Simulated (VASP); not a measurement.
## FeO: single point with PBE

FeO:

```
Fe O
1.0
     0.00000    2.19667    2.19667
     2.19667    0.00000    2.19667
     2.19667    2.19667    0.00000
Fe O
1 1
Direct
  0.00000 0.00000 0.00000
  0.50000 0.50000 0.50000
```

```json
{
  "Program": "VASP 6.6.1",
  "Task": "single point",
  "Functional": "PBE",
  "Potentials or basis": "VASP PAW PBE potentials, release 64 (Fe, O)",
  "Cutoff": "520 eV",
  "k mesh": "16 × 16 × 16",
  "Occupations": "gaussian, width 0.1 eV",
  "Spin": "collinear spin, ferromagnetic start",
  "Starting moments": "[3.79, 0.35] μB"
}
```

```json
{"Pressure": "-9.5 GPa", "Band gap on the k mesh": "zero (filled and empty bands overlap)", "Net moment": "4.00 μB per cell", "Site moments": "Fe +3.63; O +0.29 μB", "Valence electrons inside the program's atomic spheres": "Fe 6.64; O 4.96"}
```

Levels at points of the mesh, in eV from the Fermi level:
Spin up:
```csv
k point,band 7,band 8,band 9,band 10,band 11,band 12
"(0.00, 0.00, 0.00)",-3.60,-3.60,-3.60,-0.20,15.27,16.57
"(0.50, 0.00, 0.00)",-2.56,-0.51,-0.51,3.94,7.93,12.14
"(0.50, 0.50, 0.00)",-2.93,-2.86,-2.86,4.87,8.38,10.48
```
Spin down:
```
           k point  band 1  band 2  band 3  band 4  band 5  band 6  band 7  band 8  band 9  band 10
(0.00, 0.00, 0.00)  -19.75   -3.06   -3.06   -3.06   -0.66   -0.66   -0.66    0.21    0.21     0.58
(0.50, 0.00, 0.00)  -18.71   -7.54   -4.82   -4.82    0.35    0.35    0.54    2.58    2.58     4.42
(0.50, 0.50, 0.00)  -18.68   -6.49   -4.17   -4.17   -1.90    0.66    0.66    0.71    1.01     6.21
```

It took 2.8 min on 1 thread of Intel Xeon 8259CL (shared host), peak memory 0.21 GiB.

Caveat: the cell stands under tension; a cell with one magnetic atom can't hold antiferromagnetic order, which such compounds often take; semilocal functionals often make such compounds metallic where correlation or magnetic order opens a gap, which also shifts bond lengths. With open d or f shells a metallic result of PBE can be an artefact of self-interaction; +U or a hybrid may open a gap.
